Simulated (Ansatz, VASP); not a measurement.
## CdF2: VASP beside Ansatz

```xyz
3
Lattice="0.0000 2.7134 2.7134 2.7134 0.0000 2.7134 2.7134 2.7134 0.0000" Properties=species:S:1:pos:R:3 pbc="T T T"
Cd    0.0000    0.0000    0.0000
F     1.3567    1.3567    1.3567
F     4.0702    4.0702    4.0702
```

Alike in both runs: functional r2SCAN; k mesh 10 × 10 × 10; occupations fermi-dirac, width 0.02 eV; no spin polarisation.

Ansatz relaxed the structure, and its values are those at the end. VASP's run is a single point on that final structure, the one shown.

```csv
,VASP,Ansatz
version,VASP 6.6.1,Ansatz 0.2.0
potentials or method,"VASP PAW PBE potentials, release 64 (Cd, F), cutoff 520 eV",PAW plane waves
valence electrons in the cell,26,34
```

VASP gave:

```
gap on the k mesh at the Fermi level (eV) : 3.68
pressure (GPa)                            : -1.4
```

Q: Which values does Ansatz return?

A: gap on the k mesh at the Fermi level (eV): 3.72; pressure (GPa): -2.1.

VASP's potentials were made for PBE, not for r2SCAN. VASP's potentials hold 26 valence electrons a cell and Ansatz's 34, so a difference there can come from the potentials and not from the codes. Ansatz's warnings: stress scf threshold loose.
